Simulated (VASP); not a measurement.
# RbRu2 (P-3m1) in VASP: relaxation of cell and atoms with PBE

Aim: the relaxation of cell and atoms of RbRu2 with PBE.

Everything below comes from runs of VASP 6.6.1. Logs are shortened: lines on timing, memory, paths and dates and some standing lists are left out, and cuts for length are marked.

## 1. The cell of the first run

The structure is trigonal, space group P-3m1 (No. 164). Conventional cell: a = 3.551 Å, b = 3.551 Å, c = 7.535 Å, α = 90.00°, β = 90.00°, γ = 120.00°. Within 4.6 Å of Rb (site symmetry -3m) lie 6 Ru at 3.46 Å and 6 Rb at 3.55 Å. Ru (site symmetry 3m) has 9 Ru at 2.83 to 3.55 Å and 3 Rb at 3.46 Å within 3.7 Å.

The cell was generated, and may not be a known phase.

## 2. Relaxation of cell and atoms, PBE

The input, INCAR:

```
SYSTEM = RbRu2
PREC     = Accurate       ! precision mode
ENCUT    = 560            ! plane-wave cutoff, eV
EDIFF    = 1E-7           ! SCF threshold, eV
ISMEAR   = 0              ! smearing method
SIGMA    = 0.1            ! smearing width, eV
LREAL    = .FALSE.        ! projectors in reciprocal space
LASPH    = .TRUE.         ! aspherical terms in the spheres
NELM     = 120            ! most SCF steps
ALGO     = Normal         ! electronic algorithm
ISIF     = 3              ! what is computed and relaxed
LWAVE    = .FALSE.        ! write WAVECAR
LCHARG   = .FALSE.        ! write CHGCAR
GGA      = PE             ! functional
IBRION   = 2              ! ionic algorithm
NSW      = 90             ! ionic steps
EDIFFG   = -0.04          ! ionic threshold
GGA_COMPAT= .FALSE.      
NELMIN   = 4
```

The input, KPOINTS:

```
regular mesh
0
G
  6 6 2
  0 0 0
```

The input, POSCAR:

```
RbRu2
1.0
    3.5508794900      0.0000000000      0.0000000000
   -1.7754397400      3.0751518400      0.0000000000
    0.0000000000      0.0000000000      7.5345754800
Rb Ru
1 2
Direct
    0.0000000000      0.0000000000      0.0000000000
    0.3333333300      0.6666666700      0.3703985600
    0.6666666700      0.3333333300      0.6296014400
```

Potentials or basis: VASP PAW PBE potentials, release 64 (Rb_sv, Ru_sv).

Started as:

```bash
cat potpaw_PBE.64/Rb_sv/POTCAR potpaw_PBE.64/Ru_sv/POTCAR > POTCAR
mpirun -np 1 vasp_std > vasp.out
```

OUTCAR:

```text
SYSTEM = RbRu2
   PREC = Accurate
   ENCUT = 560
   EDIFF = 1E-7
   ISMEAR = 0
   LREAL = .FALSE.
   LASPH = .TRUE.
   NELM = 120
   ISIF = 3
   GGA = PE
   IBRION = 2
   NSW = 90
   EDIFFG = -0.04
   NELMIN = 4

 ion  position               nearest neighbor table
   1  0.000  0.000  0.000-   2 3.46   3 3.46   2 3.46   3 3.46   3 3.46   2 3.46
   2  0.333  0.667  0.370-   1 3.46   1 3.46   1 3.46
   3  0.667  0.333  0.630-   1 3.46   1 3.46   1 3.46

  LATTYP: Found a hexagonal cell.
 ALAT       =     3.5508794900
 C/A-ratio  =     2.1218899434

  Lattice vectors:

 A1 = (   3.5508794900,   0.0000000000,   0.0000000000)
 A2 = (  -1.7754397400,   3.0751518400,   0.0000000000)
 A3 = (   0.0000000000,   0.0000000000,   7.5345754800)

Analysis of symmetry for initial positions (statically):
=====================================================================
 Subroutine PRICEL returns:
 Original cell was already a primitive cell.

 Routine SETGRP: Setting up the symmetry group for a
 hexagonal supercell.

 Subroutine GETGRP returns: Found 12 space group operations
 (whereof 12 operations were pure point group operations)
 out of a pool of 24 trial point group operations.

The static configuration has the point symmetry D_3d.

Analysis of symmetry for dynamics (positions and initial velocities):
=====================================================================
 Subroutine PRICEL returns:
 Original cell was already a primitive cell.

 Routine SETGRP: Setting up the symmetry group for a
 hexagonal supercell.

 Subroutine GETGRP returns: Found 12 space group operations
 (whereof 12 operations were pure point group operations)
 out of a pool of 24 trial point group operations.

The dynamic configuration has the point symmetry D_3d.

 Subroutine INISYM returns: Found 12 space group operations
 (whereof 12 operations are pure point group operations),
 and found     1 'primitive' translations

----------------------------------------------------------------------------------------

                                     Primitive cell

  volume of cell :      82.2737

  direct lattice vectors                    reciprocal lattice vectors
     3.550879490  0.000000000  0.000000000     0.281620371  0.162593597  0.000000000
    -1.775439740  3.075151840  0.000000000     0.000000000  0.325187195  0.000000000
     0.000000000  0.000000000  7.534575480     0.000000000  0.000000000  0.132721479

  length of vectors
     3.550879490  3.550879484  7.534575480     0.325187194  0.325187195  0.132721479

  position of ions in fractional coordinates (direct lattice)
     0.000000000  0.000000000  0.000000000
     0.333333330  0.666666670  0.370398560
     0.666666670  0.333333330  0.629601440

[... 66 lines left out ...]
   EDIFF  = 0.1E-06   stopping-criterion for ELM
   LREAL  =      F    real-space projection
   EDIFFG = -.4E-01   stopping-criterion for IOM
   NSW    =     90    number of steps for IOM
   IBRION =      2    ionic relax: 0-MD 1-quasi-New 2-CG
   NFREE  =      1    steps in history (QN), initial steepest desc. (CG)
   ISIF   =      3    stress and relaxation
   ISYM   =      2    0-nonsym 1-usesym 2-fastsym
   POTIM  = 0.5000    time-step for ionic-motion
   TEBEG  =    0.0;   TEEND  =   0.0 temperature during run
   PSTRESS=    0.0 pullay stress
   NELECT =      41.0000    total number of electrons
   NUPDOWN=      -1.0000    fix difference up-down
   EMIN   =  10.00;   EMAX   =-10.00  energy-range for DOS
   EFERMI =   0.00;   METHOD = LEGACY
   ISMEAR =     0;   SIGMA  =   0.10  broadening in eV -4-tet -1-fermi 0-gaus
   EFERMI_NEDOS =   21; number of points for ismear=-14 and -15
   IALGO  =     38    algorithm
   IMIX   =      4    mixing-type and parameters
     AMIX     =   0.40;   BMIX     =  1.00
     AMIX_MAG =   1.60;   BMIX_MAG =  1.00
  volume/ion in A,a.u.               =      27.42       185.07
  Fermi-wavevector in a.u.,A,eV,Ry     =   1.297923  2.452719 22.920440  1.684605
  Thomas-Fermi vector in A             =   2.429285
   LORBIT       =      0    0 simple, 1 ext, 2 COOP (PROOUT), +10 PAW based schemes
   GGA     = PE    functional components
   LHFCALC =     F    Hartree Fock is set to
   AEXX    =    0.0000 exact exchange contribution
   IVDW    =     0    specifies the selected vdW correction
   LEPSILON=     F    determine dielectric tensor
   LRPA    =     F    only Hartree local field effects (RPA)
 conjugate gradient relaxation of ions
 non-spin polarized calculation
 Gauss-broadening in eV      SIGMA  =   0.10
  energy-cutoff  :      560.00
  volume of cell :       82.27
 maximum number of plane-waves:      2511
 NGX is ok and might be reduce to    28
   NGX = 13   NGY = 13   NGZ = 29

--------------------------------------- Ionic step        1  -------------------------------------------

 number of electron      41.0000002 magnetization

 Free energy of the ion-electron system (eV)
  ---------------------------------------------------
  ext. energy  EPLUGINS =         0.00000000
  ---------------------------------------------------
  free energy    TOTEN  =       -13.55140673 eV

  energy without entropy =      -13.48561324  energy(sigma->0) =      -13.51850998

 E-fermi :   4.7738     XC(G=0):  -9.8224

 val. band max:        4.7618499639   @ k =   0.1667   0.1667   0.5000
 cond. band min:       4.7816629124   @ k =   0.3333   0.3333   0.5000
 fundamental gap:      0.0198129485
 Fermi energy:         4.7738201639

 k-point     1 :       0.0000    0.0000    0.0000
  band No.  band energies     occupation
      1     -67.3066      2.00000
      2     -67.2640      2.00000
      3     -37.3245      2.00000
      4     -37.3245      2.00000
      5     -37.2929      2.00000
      6     -37.2365      2.00000
[... 471 lines left out ...]
  FREE ENERGIE OF THE ION-ELECTRON SYSTEM (eV)
  ---------------------------------------------------
  free  energy   TOTEN  =       -15.1806135052 eV

  energy  without entropy=      -15.1339139653  energy(sigma->0) =      -15.15726374

[... ionic steps 4 to 11 ...]

--------------------------------------- Ionic step       12  -------------------------------------------

 number of electron      41.0000009 magnetization

------------------------ aborting loop because EDIFF is reached ----------------------------------------
[... 69 lines left out ...]
--------------------------------------- Ionic step       14  -------------------------------------------

 number of electron      41.0000002 magnetization

 Free energy of the ion-electron system (eV)
  ---------------------------------------------------
  ext. energy  EPLUGINS =         0.00000000
  ---------------------------------------------------
  free energy    TOTEN  =       -15.95716671 eV

  energy without entropy =      -15.94013617  energy(sigma->0) =      -15.94865144

 E-fermi :   8.5843     XC(G=0): -11.5467

 val. band max:        8.5256241133   @ k =   0.3333   0.1667   0.5000
 cond. band min:       8.6226407342   @ k =   0.3333   0.0000   0.5000
 fundamental gap:      0.0970166210
 Fermi energy:         8.5842617476

 k-point     1 :       0.0000    0.0000    0.0000
  band No.  band energies     occupation
      1     -64.1605      2.00000
      2     -63.9953      2.00000
      3     -34.4290      2.00000
      4     -33.9499      2.00000
      5     -33.9499      2.00000
      6     -33.7676      2.00000
[... 397 lines left out ...]
  FREE ENERGIE OF THE ION-ELECTRON SYSTEM (eV)
  ---------------------------------------------------
  free  energy   TOTEN  =       -15.9571667071 eV

  energy  without entropy=      -15.9401361671  energy(sigma->0) =      -15.94865144

 reached required accuracy - stopping structural energy minimisation
```

CONTCAR:

```text
RbRu2
   1.00000000000000
     2.9089628684492759   -0.0000000009286955    0.0000000000000000
    -1.4544814309327960    2.5192357411587420   -0.0000000000000001
    -0.0000000000000002   -0.0000000000000002    7.9909449208601000
  Rb              Ru
     1     2
Direct
     0.0000000000000000    0.0000000000000000    1.0000000000000000
     0.3333333300000021    0.6666666699999979    0.3805474732617777
     0.6666666699999979    0.3333333300000021    0.6194525267382223

  0.00000000E+00  0.00000000E+00  0.00000000E+00
  0.00000000E+00  0.00000000E+00  0.00000000E+00
  0.00000000E+00  0.00000000E+00  0.00000000E+00
```

Run time: 9 min. Hardware: 1 thread of Intel Xeon Platinum 8375C at 2.90GHz (Ice Lake), shared host; peak memory 0.23 GiB.

What came out:

* Free energy: -15.9572 eV
* Relaxed volume: 19.52 Å³/atom
* Relaxed cell: a = 2.909 Å, b = 2.909 Å, c = 7.991 Å, α = 90.00°, β = 90.00°, γ = 120.00°
* Space group after relaxing (to 0.1 Å): P-3m1 (No. 164)
* Energy gained by relaxing: 801.9 meV/atom
* Ionic steps: 14
* Pressure after relaxing: 0.0 GPa
* Band gap on the k mesh: zero (an odd number of electrons rules out a gap without spin polarisation)

Step by step:
| step | energy change (eV) | largest force (eV/Å) | pressure (GPa) | volume (Å³) |
| --- | --- | --- | --- | --- |
| 1 | 0.0000 | 2.8871 | -13.84 | 82.27 |
| 2 | -1.3524 | 2.4957 | 15.19 | 57.12 |
| 3 | -1.6292 | 0.0904 | 0.51 | 62.76 |
| 4 | -1.6304 | 0.0318 | 1.20 | 62.40 |
| 5 | -1.9373 | 1.2150 | 1.01 | 61.80 |
| 6 | -2.1544 | 1.2316 | 7.17 | 58.49 |
| 7 | -2.3092 | 1.6891 | 1.87 | 60.27 |
| 8 | -2.3197 | 1.6068 | 2.57 | 59.89 |
| 9 | -2.2137 | 0.9420 | -4.63 | 61.81 |
| 10 | -2.3612 | 0.5017 | -0.46 | 60.50 |
| 11 | -2.3613 | 0.5294 | -0.39 | 60.48 |
| 12 | -2.3871 | 0.3801 | -0.67 | 60.06 |
| 13 | -2.4004 | 0.1783 | -0.86 | 59.48 |
| 14 | -2.4058 | 0.0003 | 0.04 | 58.56 |

Final structure:
```xyz
3
Lattice="2.9090 0.0000 0.0000 -1.4545 2.5192 0.0000 0.0000 0.0000 7.9909" Properties=species:S:1:pos:R:3 pbc="T T T"
Rb    0.0000    0.0000    7.9909
Ru    0.0000    1.6795    3.0409
Ru    1.4545    0.8397    4.9500
```

Caveat: the k points lie up to 0.42 Å⁻¹ apart in the final cell, too coarse for converged energies and pressures of a metal; the volume moved by over 15 % at a fixed basis, so the end points are rough.

The gap in the log of VASP goes by the Fermi energy; the results here count the filled bands.